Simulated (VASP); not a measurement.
A run of VASP 6.6.1 is set up as follows.

File POSCAR:

```
Li
1.0
    0.0000000000      5.0750760000      5.0750760000
    5.0750760000      0.0000000000      5.0750760000
    5.0750760000      5.0750760000      0.0000000000
Li
1
Direct
    0.5000000000      0.5000000000      0.5000000000
```

Contents of INCAR.step1:

```
PREC = Accurate
ENCUT = 520
ISMEAR = 0
SIGMA = 0.1
LREAL = False
LASPH = True
NELM = 100
NBANDS = 8
GGA = PE
ALGO = Normal
EDIFF = 1E-4
LWAVE = True
LCHARG = False
```

The input INCAR.step2:

```
PREC = Accurate
ENCUT = 520
EDIFF = 1E-6
ISMEAR = 0
SIGMA = 0.1
LREAL = False
LASPH = True
NELM = 100
ALGO = Normal
ISIF = 2
LWAVE = False
LCHARG = True
METAGGA = R2SCAN
LMIXTAU = True
LELF = True
LVHAR = True
NBANDS = 8
ISTART = 1
```

File KPOINTS:

```
Automatic mesh
0
Gamma
  4 4 4
```

Potentials or basis: VASP PAW PBE potentials, release 64 (Li_sv).

The run is started by

```console
$ cat potpaw_PBE.64/Li_sv/POTCAR > POTCAR
$ cp INCAR.step1 INCAR
$ mpirun -np 1 vasp_std > vasp.out
$ cp INCAR.step2 INCAR
$ mpirun -np 1 vasp_std > vasp.out
```

(1) What does it give for the band gap on the k mesh?

Answers

(1) zero (an odd number of electrons rules out a gap without spin polarisation).
